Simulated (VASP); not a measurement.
Set up this calculation in VASP 6.6.1, as the native input.

| Property | Result |
| --- | --- |
| Task | relaxation of shape and atoms at fixed volume |
| Functional | PBE |
| Potentials or basis | VASP PAW PBE potentials, release 64 (Au) |
| Cutoff | 600 eV |
| k mesh | 18 × 18 × 10 |
| Occupations | gaussian, width 0.1 eV |
| Spin | no spin polarisation |
| Dipole correction | no |
| Further INCAR settings | ALGO = Fast; EDIFF = 1e-07; IBRION = 2; EDIFFG = -0.01; NSW = 50; ISIF = 4 |

The structure of Au lies in POSCAR:

```
Au
1.0
    2.8032933978      0.0000000000      0.0000000000
   -1.4016466989      2.4277232968      0.0000000000
    0.0000000000      0.0000000000      4.6592786634
Au
2
Direct
    0.3333333333      0.6666666667      0.7500000000
    0.6666666667      0.3333333333      0.2500000000
```

This isn't the form of Au at room conditions, which is fcc.

These files were run (other wordings do the same):

INCAR

```
SYSTEM = Au
ALGO = Fast
EDIFF = 1E-7
EDIFFG = -0.01
ENCUT = 600
GGA = PE
IBRION = 2
ISIF = 4
ISMEAR = 0
LASPH = .True.
LCHARG = .False.
LREAL = .False.
LWAVE = .False.
NELM = 80
NSW = 50
PREC = Accurate
SIGMA = 0.1
```

KPOINTS

```
k-points
0
Gamma
  18 18 10
  0 0 0
```

Potentials or basis: VASP PAW PBE potentials, release 64 (Au).

Run with:

```bash
$ cat potpaw_PBE.64/Au/POTCAR > POTCAR
$ mpirun -np 1 vasp_std > vasp.out
```

It gave:

The pressure after relaxing is 25.0 GPa and the band gap on the k mesh is zero (bands 11 and 12 overlap by 7.53 eV).

Caveat: spin-orbit coupling is left out, which moves the levels of the heavy elements.

Wall time 51 s on 1 thread of Intel(R) Xeon(R) 6975P-C (Granite Rapids) (shared host), peak memory 0.25 GiB.
